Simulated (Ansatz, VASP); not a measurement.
**Two plane-wave programs on HfC5**

```
CELL_PARAMETERS angstrom
4.62181 0.00000 0.00000
-2.31091 4.00261 0.00000
0.00000 0.00000 2.57660
ATOMIC_POSITIONS crystal
Hf 0.00000 0.00000 0.00000
C 0.00000 0.50000 0.50000
C 0.33333 0.66667 0.00000
C 0.66667 0.33333 0.00000
C 0.50000 0.00000 0.50000
C 0.50000 0.50000 0.50000
```

Change from the starting cell: species swapped into the DyRh5 type (P6/mmm, No. 191).

Alike in both runs: functional PBE; k mesh 12 × 12 × 14; occupations gaussian, width 0.1 eV; no spin polarisation.

Ansatz relaxed the structure, and its values are those at the end. VASP's run is a single point on that final structure, the one shown.

|  | VASP | Ansatz |
| --- | --- | --- |
| version | VASP 6.6.1 | Ansatz 0.2.0 |
| potentials or method | VASP PAW PBE potentials, release 64 (Hf_pv, C), cutoff 520 eV | scalar-relativistic, plane waves, PAW |
| valence electrons in the cell | 30 | 46 |

|  | VASP | Ansatz | Ansatz less VASP |
| --- | --- | --- | --- |
| gap on the k mesh at the Fermi level (eV) | none | none | - |
| pressure (GPa) | -1.1 | 0.0 | +1.12 |

A gap of «none» marks a metal or a gap that the smearing closes. VASP's potentials hold 30 valence electrons a cell and Ansatz's 46, so a difference there can come from the potentials and not from the codes.

Neither program's run includes spin-orbit coupling.
